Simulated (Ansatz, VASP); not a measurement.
**Two plane-wave programs on MgCdSe2**

Contents of INCAR:

```
SYSTEM = MgCdSe2
PREC     = Accurate       ! precision mode
ENCUT    = 520            ! plane-wave cutoff, eV
EDIFF    = 1E-7           ! SCF threshold, eV
ISMEAR   = 0              ! smearing method
SIGMA    = 0.01           ! smearing width, eV
LREAL    = .False.        ! projectors in reciprocal space
LASPH    = .True.         ! aspherical terms in the spheres
NELM     = 100            ! most SCF steps
ALGO     = Normal         ! electronic algorithm
ISIF     = 2              ! what is computed and relaxed
LWAVE    = .False.        ! write WAVECAR
LCHARG   = .False.        ! write CHGCAR
GGA      = PE             ! functional
NBANDS   = 21             ! bands
```

KPOINTS

```
regular mesh
0
Gamma
  8 8 8
  0 0 0
```

POSCAR

```
MgCdSe2
1.0
    1.9756470080      1.1406403319      6.4511070716
   -1.9756470080      1.1406403319      6.4511070716
    0.0000000000     -2.2812806638      6.4511070716
Mg Cd Se
1 1 2
Direct
    1.0000000000      0.0000000000      0.0000000000
    0.5000000000      0.5000000000      0.5000000000
    0.2533357355      0.2533357355      0.2533357355
    0.7466642645      0.7466642645      0.7466642645
```

Input for Ansatz:

```yaml
crystal:
  lattice:
    - [1.975647008, 1.1406403319, 6.4511070716]
    - [-1.975647008, 1.1406403319, 6.4511070716]
    - [0.0, -2.2812806638, 6.4511070716]
  atoms:
    - { symbol: Mg, position: [1.0, 0.0, 0.0] }
    - { symbol: Cd, position: [0.5, 0.5, 0.5] }
    - { symbol: Se, position: [0.2533357355, 0.2533357355, 0.2533357355] }
    - { symbol: Se, position: [0.7466642645, 0.7466642645, 0.7466642645] }
kpoints:
  mp_grid: { grid: [8, 8, 8] }
  band_path:
    path:
      - [0.0, 0.0, 0.0]
      - [0.5, 0.5, 0.5]
      - [0.8124914151, 0.1875085849, 0.5]
      - [0.5, -0.1875085849, 0.1875085849]
      - [0.5, 0.0, 0.0]
      - [0.3437542925, -0.3437542925, 0.0]
      - [0.6562457075, 0.0, 0.3437542925]
      - [0.5, 0.0, 0.5]
      - [0.411458, 0.484375, 0.484375]
      - [0.0, 0.5, 0.5]
    npoints: 1
hamiltonian:
  xc: pbe
scf:
  occupations: { method: fixed }
  n_extra_bands: 5
output:
  forces: true
  stress: true
  eigenvalues: true
```

Alike in both runs: task single point; functional PBE; k mesh 8 × 8 × 8; no spin polarisation.

|  | VASP | Ansatz |
| --- | --- | --- |
| version | VASP 6.6.1 | Ansatz 0.2.0 |
| potentials or method | VASP PAW PBE potentials, release 64 (Mg, Cd, Se) | plane waves, PAW |
| plane-wave cutoff (eV) | 520 | 420 |
| occupations | gaussian, width 0.01 eV | fixed |
| valence electrons in the cell | 26 | 62 |

Ansatz gave:

- gap on the k mesh at the Fermi level (eV): 0.62
- pressure (GPa): 1.5
- rms of the force components (eV/Å): 0.018

Task: What did VASP give for the same quantities?

Result: gap on the k mesh at the Fermi level (eV): 0.61; pressure (GPa): 1.6; rms of the force components (eV/Å): 0.035.

Atom by atom the forces differ by 0.017 eV/Å (rms over components). VASP's potentials hold 26 valence electrons a cell and Ansatz's 62, so a difference there can come from the potentials and not from the codes.
